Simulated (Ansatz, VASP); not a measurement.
## La in VASP and in Ansatz

INCAR

```
PREC = Accurate
ENCUT = 520
EDIFF = 1E-6
ISMEAR = 0
SIGMA = 0.1
LREAL = F
LASPH = T
NELM = 80
ALGO = Normal
ISIF = 2
LWAVE = F
LCHARG = F
GGA = PE
NBANDS = 18
```

File KPOINTS:

```
Automatic mesh
0
Gamma
  9 9 4
```

Contents of POSCAR:

```
La
1.0
    3.9307778780      0.0000000000      0.0000000000
   -1.9653889390      3.4041534990      0.0000000000
    0.0000000000      0.0000000000      6.1119535200
La
2
Direct
    0.6666666700      0.3333333300      0.7537643200
    0.3333333300      0.6666666700      0.2462356800
```

Input for Ansatz:

```yaml
crystal:
  lattice:
    - [3.930777878, 0.0, 0.0]
    - [-1.965388939, 3.404153499, 0.0]
    - [0.0, 0.0, 6.11195352]
  atoms:
    - { symbol: La, position: [0.66666667, 0.33333333, 0.75376432] }
    - { symbol: La, position: [0.33333333, 0.66666667, 0.24623568] }
basis:
  ecutwfc: 420
  fft_grid_basis: typed
kpoints:
  mp_grid: { grid: [9, 9, 4] }
hamiltonian:
  xc: pbe
scf:
  occupations: { method: gaussian, width: 0.1 }
output:
  forces: true
  stress: true
  eigenvalues: true
  bader: true
  write_density: true
  volumetric_format: npy
```

Alike in both runs: task single point; functional PBE; k mesh 9 × 9 × 4; occupations gaussian, width 0.1 eV; no spin polarisation.

```csv
,VASP,Ansatz
version,VASP 6.6.1,Ansatz 0.2.0
potentials or method,"VASP PAW PBE potentials, release 64 (La), cutoff 520 eV","scalar-relativistic, plane waves, PAW"
valence electrons in the cell,22,22
```

```tsv
	VASP	Ansatz	Ansatz less VASP
gap on the k mesh at the Fermi level (eV)	none	none	-
rms of the force components (eV/Å)	0.013	0.015	+0.0012
```

Atom by atom the forces differ by 0.001 eV/Å (rms over components). A gap of «none» marks a metal or a gap that the smearing closes.

Neither program's run includes spin-orbit coupling.
